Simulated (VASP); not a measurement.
# ZrSi6 (Pm-3m) in VASP: a series of runs

The runs below take ZrSi6 through single point, with PBE.

Program: VASP 6.6.1. These are calculated values, not measurements. Logs are shortened: lines on timing, memory, paths and dates and some standing lists are left out, and cuts for length are marked.

**1. The cell of the first run**

It takes space group Pm-3m (No. 221, cubic). The conventional cell has a = 5.002 Å, b = 5.002 Å, c = 5.002 Å, α = 90.00°, β = 90.00°, γ = 90.00°. Zr (site symmetry m-3m) has 48 Si at 3.74 to 5.19 Å and 6 Zr at 5.00 Å within 5.2 Å. Within 2.6 Å of Si (site symmetry 4mm) lie 6 Si at 1.83 to 2.59 Å.

The cell was built from a structure type or drawn by symmetry, and may not be a known phase.

**2. Single point, PBE**

INCAR

```
PREC = Accurate ; ENCUT = 520
EDIFF = 1E-6 ; ISMEAR = 0
SIGMA = 0.1 ; LREAL = F
LASPH = T ; NELM = 80
ALGO = Normal ; ISIF = 2
LWAVE = F ; LCHARG = F
GGA = PE ; NBANDS = 27
```

KPOINTS

```
regular mesh
0
Gamma
  4 4 4
```

POSCAR

```
ZrSi6
1.0
    5.0019956600      0.0000000000      0.0000000000
    0.0000000000      5.0019956600      0.0000000000
    0.0000000000      0.0000000000      5.0019956600
Zr Si
1 6
Direct
    0.5000000000      0.5000000000      0.5000000000
    0.7408145900      0.0000000000      0.0000000000
    0.2591854100      0.0000000000      0.0000000000
    0.0000000000      0.7408145900      0.0000000000
    0.0000000000      0.2591854100      0.0000000000
    0.0000000000      0.0000000000      0.7408145900
    0.0000000000      0.0000000000      0.2591854100
```

Potentials or basis: VASP PAW PBE potentials, release 64 (Zr_sv, Si).

Run with:

```console
cat potpaw_PBE.64/Zr_sv/POTCAR potpaw_PBE.64/Si/POTCAR > POTCAR
mpirun -np 1 vasp_std > vasp.out
```

OUTCAR:

```text
PREC = Accurate
   ENCUT = 520
   EDIFF = 1E-6
   ISMEAR = 0
   LREAL = F
   LASPH = T
   NELM = 80
   ISIF = 2
   GGA = PE

 ion  position               nearest neighbor table
   1  0.500  0.500  0.500-
   2  0.741  0.000  0.000-   4 1.83   5 1.83   6 1.83   7 1.83   3 2.41   3 2.59
   3  0.259  0.000  0.000-   4 1.83   5 1.83   6 1.83   7 1.83   2 2.41   2 2.59
   4  0.000  0.741  0.000-   2 1.83   3 1.83   6 1.83   7 1.83   5 2.41   5 2.59
   5  0.000  0.259  0.000-   2 1.83   3 1.83   6 1.83   7 1.83   4 2.41   4 2.59
   6  0.000  0.000  0.741-   2 1.83   3 1.83   4 1.83   5 1.83   7 2.41   7 2.59
   7  0.000  0.000  0.259-   2 1.83   3 1.83   4 1.83   5 1.83   6 2.41   6 2.59

  LATTYP: Found a simple cubic cell.
 ALAT       =     5.0019956600

  Lattice vectors:

 A1 = (   5.0019956600,   0.0000000000,   0.0000000000)
 A2 = (   0.0000000000,   5.0019956600,   0.0000000000)
 A3 = (   0.0000000000,   0.0000000000,   5.0019956600)

Analysis of symmetry for initial positions (statically):
=====================================================================
 Subroutine PRICEL returns:
 Original cell was already a primitive cell.

 Routine SETGRP: Setting up the symmetry group for a
 simple cubic supercell.

 Subroutine GETGRP returns: Found 48 space group operations
 (whereof 48 operations were pure point group operations)
 out of a pool of 48 trial point group operations.

The static configuration has the point symmetry O_h .

Analysis of symmetry for dynamics (positions and initial velocities):
=====================================================================
 Subroutine PRICEL returns:
 Original cell was already a primitive cell.

 Routine SETGRP: Setting up the symmetry group for a
 simple cubic supercell.

 Subroutine GETGRP returns: Found 48 space group operations
 (whereof 48 operations were pure point group operations)
 out of a pool of 48 trial point group operations.

The dynamic configuration has the point symmetry O_h .

 Subroutine INISYM returns: Found 48 space group operations
 (whereof 48 operations are pure point group operations),
 and found     1 'primitive' translations

----------------------------------------------------------------------------------------

                                     Primitive cell

  volume of cell :     125.1497

  direct lattice vectors                    reciprocal lattice vectors
     5.001995660  0.000000000  0.000000000     0.199920205  0.000000000  0.000000000
     0.000000000  5.001995660  0.000000000     0.000000000  0.199920205  0.000000000
     0.000000000  0.000000000  5.001995660     0.000000000  0.000000000  0.199920205

  length of vectors
     5.001995660  5.001995660  5.001995660     0.199920205  0.199920205  0.199920205

  position of ions in fractional coordinates (direct lattice)
     0.500000000  0.500000000  0.500000000
     0.740814590  0.000000000  0.000000000
     0.259185410  0.000000000  0.000000000
     0.000000000  0.740814590  0.000000000
     0.000000000  0.259185410  0.000000000
     0.000000000  0.000000000  0.740814590
     0.000000000  0.000000000  0.259185410

  ion indices of the primitive-cell ions
   primitive index   ion index
                 1           1
                 2           2
                 3           3
                 4           4
                 5           5
                 6           6
                 7           7

----------------------------------------------------------------------------------------

 KPOINTS: regular mesh

Automatic generation of k-mesh.
 Grid dimensions read from file:
 generate k-points for:    4    4    4

 Generating k-lattice:

  Cartesian coordinates                     Fractional coordinates (reciprocal lattice)
     0.049980051  0.000000000  0.000000000     0.250000000  0.000000000  0.000000000
     0.000000000  0.049980051  0.000000000     0.000000000  0.250000000  0.000000000
     0.000000000  0.000000000  0.049980051     0.000000000  0.000000000  0.250000000

  Length of vectors
     0.049980051  0.049980051  0.049980051

  Shift w.r.t. Gamma in fractional coordinates (k-lattice)
     0.000000000  0.000000000  0.000000000

 Subroutine IBZKPT returns following result:
 ===========================================

 Found     10 irreducible k-points:

 Following reciprocal coordinates:
            Coordinates               Weight
  0.000000  0.000000  0.000000      1.000000
  0.250000  0.000000  0.000000      6.000000
  0.500000  0.000000  0.000000      3.000000
  0.250000  0.250000  0.000000     12.000000
  0.500000  0.250000  0.000000     12.000000
  0.500000  0.500000  0.000000      3.000000
  0.250000  0.250000  0.250000      8.000000
  0.500000  0.250000  0.250000     12.000000
  0.500000  0.500000  0.250000      6.000000
  0.500000  0.500000  0.500000      1.000000
   k-points           NKPTS =     10   k-points in BZ     NKDIM =     10   number of bands    NBANDS=     27
   number of dos      NEDOS =    301   number of ions     NIONS =      7
   total plane-waves  NPLWV =  64000
   dimension x,y,z NGX =    40 NGY =   40 NGZ =   40
   dimension x,y,z NGXF=    80 NGYF=   80 NGZF=   80
   ions per type =               1   6
   NGX,Y,Z   is equivalent  to a cutoff of  13.29, 13.29, 13.29 a.u.
   NGXF,Y,Z  is equivalent  to a cutoff of  26.59, 26.59, 26.59 a.u.
 SYSTEM =  unknown system
   PREC   = accura    normal or accurate (medium, high low for compatibility)
   ISTART =      0    job   : 0-new  1-cont  2-samecut
   ICHARG =      2    charge: 1-file 2-atom 10-const
   ISPIN  =      1    spin polarized calculation?
   LNONCOLLINEAR =      F non collinear calculations
   LSORBIT =      F    spin-orbit coupling
   LASPH  =      T    aspherical Exc in radial PAW
   ENCUT  =  520.0 eV  38.22 Ry    6.18 a.u.   9.30  9.30  9.30*2*pi/ulx,y,z
   NELM   =     80;   NELMIN=  2; NELMDL= -5     # of ELM steps
   EDIFF  = 0.1E-05   stopping-criterion for ELM
   LREAL  =      F    real-space projection
   EDIFFG = 0.1E-04   stopping-criterion for IOM
   NSW    =      0    number of steps for IOM
   IBRION =     -1    ionic relax: 0-MD 1-quasi-New 2-CG
   NFREE  =      0    steps in history (QN), initial steepest desc. (CG)
   ISIF   =      2    stress and relaxation
   ISYM   =      2    0-nonsym 1-usesym 2-fastsym
   POTIM  = 0.5000    time-step for ionic-motion
   TEBEG  =    0.0;   TEEND  =   0.0 temperature during run
   PSTRESS=    0.0 pullay stress
   NELECT =      36.0000    total number of electrons
   NUPDOWN=      -1.0000    fix difference up-down
   EMIN   =  10.00;   EMAX   =-10.00  energy-range for DOS
   EFERMI =   0.00;   METHOD = LEGACY
   ISMEAR =     0;   SIGMA  =   0.10  broadening in eV -4-tet -1-fermi 0-gaus
   EFERMI_NEDOS =   21; number of points for ismear=-14 and -15
   IALGO  =     38    algorithm
   IMIX   =      4    mixing-type and parameters
     AMIX     =   0.40;   BMIX     =  1.00
     AMIX_MAG =   1.60;   BMIX_MAG =  1.00
  volume/ion in A,a.u.               =      17.88       120.65
  Fermi-wavevector in a.u.,A,eV,Ry     =   1.080685  2.042198 15.889965  1.167880
  Thomas-Fermi vector in A             =   2.216682
   LORBIT       =      0    0 simple, 1 ext, 2 COOP (PROOUT), +10 PAW based schemes
   GGA     = PE    functional components
   LHFCALC =     F    Hartree Fock is set to
   AEXX    =    0.0000 exact exchange contribution
   IVDW    =     0    specifies the selected vdW correction
   LEPSILON=     F    determine dielectric tensor
   LRPA    =     F    only Hartree local field effects (RPA)
 non-spin polarized calculation
 Gauss-broadening in eV      SIGMA  =   0.10
  energy-cutoff  :      520.00
  volume of cell :      125.15
 maximum number of plane-waves:      3407
 NGX is ok and might be reduce to    40
   NGX = 19   NGY = 19   NGZ = 19

 number of electron      36.0000002 magnetization

 Free energy of the ion-electron system (eV)
  ---------------------------------------------------
  ext. energy  EPLUGINS =         0.00000000
  ---------------------------------------------------
  free energy    TOTEN  =        -6.02732440 eV

  energy without entropy =       -5.98886742  energy(sigma->0) =       -6.00809591

 E-fermi :   8.2789     XC(G=0):  -9.9739

 val. band max:        8.2771632052   @ k =   0.5000   0.2500   0.0000
 cond. band min:       8.2948034472   @ k =   0.5000   0.5000   0.0000
 fundamental gap:      0.0176402419
 Fermi energy:         8.2789398618

 k-point     1 :       0.0000    0.0000    0.0000
  band No.  band energies     occupation
      1     -42.0919      2.00000
      2     -20.0313      2.00000
      3     -20.0313      2.00000
      4     -20.0313      2.00000
      5     -11.3601      2.00000
      6      -2.9760      2.00000
[... 19 lines left out ...]
     26       9.0947      0.00000
     27      11.4319      0.00000

 k-point     2 :       0.2500    0.0000    0.0000
  band No.  band energies     occupation
      1     -42.0919      2.00000
      2     -20.0329      2.00000
      3     -20.0311      2.00000
      4     -20.0311      2.00000
      5     -11.3219      2.00000
      6      -3.6007      2.00000
[... 19 lines left out ...]
     26      10.3069      0.00000
     27      11.0322      0.00000

 k-point     3 :       0.5000    0.0000    0.0000
  band No.  band energies     occupation
      1     -42.0919      2.00000
      2     -20.0345      2.00000
      3     -20.0310      2.00000
      4     -20.0310      2.00000
      5     -11.2825      2.00000
      6      -4.0391      2.00000
[... 174 lines left out ...]
      1     -42.0918      2.00000
      2     -20.0338      2.00000
      3     -20.0338      2.00000
      4     -20.0322      2.00000
      5     -11.1752      2.00000
      6      -3.8590      2.00000
[... 19 lines left out ...]
     26      10.5498      0.00000
     27      11.6915      0.00000

 k-point    10 :       0.5000    0.5000    0.5000
  band No.  band energies     occupation
      1     -42.0917      2.00000
      2     -20.0337      2.00000
      3     -20.0337      2.00000
      4     -20.0337      2.00000
      5     -11.1383      2.00000
      6      -3.8158      2.00000
[... 19 lines left out ...]
     26      10.3832      0.00000
     27      11.2333      0.00000

------------------------ aborting loop because EDIFF is reached ----------------------------------------

  FORCE on cell =-STRESS in cart. coord.  units (eV):
  Direction    XX          YY          ZZ          XY          YZ          ZX
  --------------------------------------------------------------------------------------
  -------------------------------------------------------------------------------------
  Total       73.9130393     73.9130393     73.9130393      0.0000000      0.0000000      0.0000000
  in kB      946.2408904    946.2408904    946.2408904      0.0000000      0.0000000      0.0000000
  external PRESSURE =     946.2408904 kB  Pullay stress =       0.0000000 kB

 VOLUME and BASIS-vectors are now :
 -----------------------------------------------------------------------------
  energy-cutoff  :      520.00
  volume of cell :      125.15
      direct lattice vectors                 reciprocal lattice vectors
     5.001995660  0.000000000  0.000000000     0.199920205  0.000000000  0.000000000
     0.000000000  5.001995660  0.000000000     0.000000000  0.199920205  0.000000000
     0.000000000  0.000000000  5.001995660     0.000000000  0.000000000  0.199920205

 POSITION                                       TOTAL-FORCE (eV/Angst)
 -----------------------------------------------------------------------------------
      2.50100      2.50100      2.50100         0.000000      0.000000     -0.000000
      3.70555      0.00000      0.00000       -31.415646      0.000000     -0.000000
      1.29644      0.00000      0.00000        31.415646      0.000000     -0.000000
      0.00000      3.70555      0.00000         0.000000    -31.415646     -0.000000
      0.00000      1.29644      0.00000         0.000000     31.415646     -0.000000
      0.00000      0.00000      3.70555         0.000000      0.000000    -31.415646
      0.00000      0.00000      1.29644         0.000000      0.000000     31.415646
 -----------------------------------------------------------------------------------
    total drift:                                0.000000      0.000000     -0.000000

  FREE ENERGIE OF THE ION-ELECTRON SYSTEM (eV)
  ---------------------------------------------------
  free  energy   TOTEN  =        -6.0273243999 eV

  energy  without entropy=       -5.9888674221  energy(sigma->0) =       -6.00809591
```

Wall time 30 s (1 thread of Intel Xeon Platinum 8559C (Emerald Rapids), shared host); peak memory 0.24 GiB.

What came out:

```
Free energy            : -6.0273 eV
Pressure               : 94.6 GPa
Largest force          : 31.416 eV/Å
Band gap on the k mesh : zero (bands 18 and 19 overlap by 1.02 eV)
```

Forces in eV/Å, atoms in the order of the input:
```
Zr    0.000   0.000   0.000
Si  -31.416   0.000   0.000
Si   31.416   0.000   0.000
Si    0.000 -31.416   0.000
Si    0.000  31.416   0.000
Si    0.000   0.000 -31.416
Si    0.000   0.000  31.416
```

Levels at points of the mesh, in eV from the Fermi level:
```csv
k point,band 15,band 16,band 17,band 18,band 19,band 20,band 21,band 22
"(0.00, 0.00, 0.00)",0.04,0.04,0.04,0.14,0.14,0.51,0.51,0.51
"(0.50, 0.00, 0.00)",-1.97,-1.90,-1.57,-0.78,-0.78,-0.18,0.83,2.17
"(0.50, 0.50, 0.00)",-3.11,-0.79,-0.79,-0.03,0.02,0.66,0.66,0.72
"(0.50, 0.50, 0.50)",-4.14,-1.15,0.24,0.24,0.62,0.62,0.62,0.86
```

Caveat: the cell stands under pressure; forces of over 1 eV/Å act on the atoms, so gaps and moduli don't describe the material at rest.

**3. Single point, PBE**

This run uses another cell than the first one, of 25.79 Å³/atom.

INCAR

```
  ALGO = Normal
  EDIFF = 1E-7
  ENCUT = 520
  GGA = PE
  ISIF = 2
  ISMEAR = 0
  LASPH = True
  LCHARG = False
  LREAL = False
  LWAVE = False
  NBANDS = 27
  NELM = 100
  PREC = Accurate
  SIGMA = 0.1
```

KPOINTS

```
k-points
0
Gamma
  4 4 4
```

POSCAR

```
ZrSi6
1.0
    5.6517939109      0.0000000000      0.0000000000
    0.0000000000      5.6517939109      0.0000000000
    0.0000000000      0.0000000000      5.6517939109
Zr Si
1 6
Direct
    0.5000000000      0.5000000000      0.5000000000
    0.6972927649      0.0000000000      0.0000000000
    0.3027072351      0.0000000000      0.0000000000
    0.0000000000      0.6972927649      0.0000000000
    0.0000000000      0.3027072351      0.0000000000
    0.0000000000      0.0000000000      0.6972927649
    0.0000000000      0.0000000000      0.3027072351
```

Potentials or basis: VASP PAW PBE potentials, release 64 (Zr_sv, Si).

Run with:

```console
cat potpaw_PBE.64/Zr_sv/POTCAR potpaw_PBE.64/Si/POTCAR > POTCAR
mpirun -np 1 vasp_std > vasp.out
```

Wall time 36 s (1 thread of Intel Xeon Platinum 8559C (Emerald Rapids), shared host); peak memory 0.26 GiB.

The run converged. Its results:

| Quantity | Value |
| --- | --- |
| Free energy | -31.7162 eV |
| Pressure | 0.1 GPa |
| Largest force | 0.010 eV/Å |
| Band gap on the k mesh | zero (bands 18 and 19 overlap by 0.68 eV) |

Forces in eV/Å, atoms in the order of the input:
```
Zr   0.000  0.000  0.000
Si   0.010  0.000  0.000
Si  -0.010  0.000  0.000
Si   0.000  0.010  0.000
Si   0.000 -0.010  0.000
Si   0.000  0.000  0.010
Si   0.000  0.000 -0.010
```

Levels at points of the mesh, in eV from the Fermi level:
```tsv
k point	band 14	band 15	band 16	band 17	band 18	band 19	band 20	band 21	band 22	band 23
(0.00, 0.00, 0.00)	-2.59	-0.54	-0.54	-0.54	-0.42	-0.02	-0.02	0.29	0.29	0.29
(0.50, 0.00, 0.00)	-2.47	-1.57	-1.37	-1.07	-0.68	-0.68	0.06	0.39	1.06	1.15
(0.50, 0.50, 0.00)	-3.64	-1.31	-0.91	-0.72	-0.72	0.21	0.29	0.55	0.55	0.66
(0.50, 0.50, 0.50)	-3.77	-1.21	-1.21	-0.69	-0.32	0.22	0.22	0.22	0.43	0.43
```

**4. Single point, PBE, collinear spin**

This run uses another cell than the first one, of 25.79 Å³/atom.

INCAR

```
SYSTEM = ZrSi6
  PREC = Accurate
  ENCUT = 520
  EDIFF = 1E-6
  ISMEAR = 0
  SIGMA = 0.1
  LREAL = .FALSE.
  LASPH = .TRUE.
  NELM = 150
  ALGO = Normal
  ISIF = 2
  LWAVE = .FALSE.
  LCHARG = .FALSE.
  ISPIN = 2
  MAGMOM = 1 0 0 0 0 0 0
  LORBIT = 11
  LMAXMIX = 4
  GGA = PE
  NBANDS = 31
```

KPOINTS

```
regular mesh
0
G
  4 4 4
  0 0 0
```

POSCAR is that of step 3.

Run with:

```console
cat potpaw_PBE.64/Zr_sv/POTCAR potpaw_PBE.64/Si/POTCAR > POTCAR
mpirun -np 1 vasp_std > vasp.out
```

It took 2 min on 1 thread of Intel Xeon Platinum 8559C (Emerald Rapids), shared host; peak memory 0.35 GiB.

The run converged. Its results:

```
Free energy                                           : -31.9105 eV
Pressure                                              : 1.0 GPa
Largest force                                         : 0.012 eV/Å
Net moment                                            : 2.94 μB per cell
Site moments                                          : Zr +1.54; Si +0.01 μB
Valence electrons inside the program's atomic spheres : Zr 9.63; Si 1.65
```

Forces in eV/Å, atoms in the order of the input:
```
Zr   0.000  0.000  0.000
Si   0.012  0.000  0.000
Si  -0.012  0.000  0.000
Si   0.000  0.012  0.000
Si   0.000 -0.012  0.000
Si   0.000  0.000  0.012
Si   0.000  0.000 -0.012
```

Levels at points of the mesh, in eV from the Fermi level:
Spin up:
```csv
k point,band 16,band 17,band 18,band 19,band 20,band 21,band 22,band 23,band 24,band 25
"(0.00, 0.00, 0.00)",-0.69,-0.69,-0.69,-0.22,-0.22,0.02,0.02,0.02,0.07,0.07
"(0.50, 0.00, 0.00)",-1.75,-1.22,-0.96,-0.96,-0.33,0.23,0.91,0.91,0.95,1.59
"(0.50, 0.50, 0.00)",-1.13,-0.94,-0.94,0.02,0.12,0.20,0.20,0.36,0.40,1.78
"(0.50, 0.50, 0.50)",-1.35,-1.15,-0.48,-0.16,-0.16,-0.16,0.28,0.28,1.88,1.88
```
Spin down:
```
           k point  band 14  band 15  band 16  band 17  band 18  band 19  band 20  band 21
(0.00, 0.00, 0.00)    -2.67    -0.67    -0.67    -0.67     0.22     0.30     0.30     0.30
(0.50, 0.00, 0.00)    -2.58    -1.47    -1.18    -0.96    -0.44    -0.44     1.20     1.46
(0.50, 0.50, 0.00)    -3.70    -1.43    -0.88    -0.74    -0.74     1.14     1.22     1.59
(0.50, 0.50, 0.50)    -3.87    -1.34    -1.34    -0.44     0.02     1.41     1.41     1.41
```

**5. Overview**

| spin | cell | gap on the mesh (eV) | pressure (GPa) | largest force (eV/Å) |
| --- | --- | --- | --- | --- |
| off | a = 5.002 Å, 7 atoms, atomic positions A | none | 94.6 | 31.42 |
| off | a = 5.652 Å, 7 atoms, atomic positions B | none | 0.1 | 0.01 |
| collinear | a = 5.652 Å, 7 atoms, atomic positions B | none | 1.0 | 0.01 |

Alike in all rows: task single point; level PBE; potentials or basis VASP PAW PBE potentials, release 64 (Zr_sv, Si); k mesh 4 × 4 × 4; cutoff (eV) 520; smearing gaussian 0.1 eV.

Caveats: the cell stands under pressure (at least some runs); forces of over 1 eV/Å act on the atoms, so gaps and moduli don't describe the material at rest (at least some runs).

Total energies depend on the potentials used, so only differences within one code and one set of settings carry meaning.
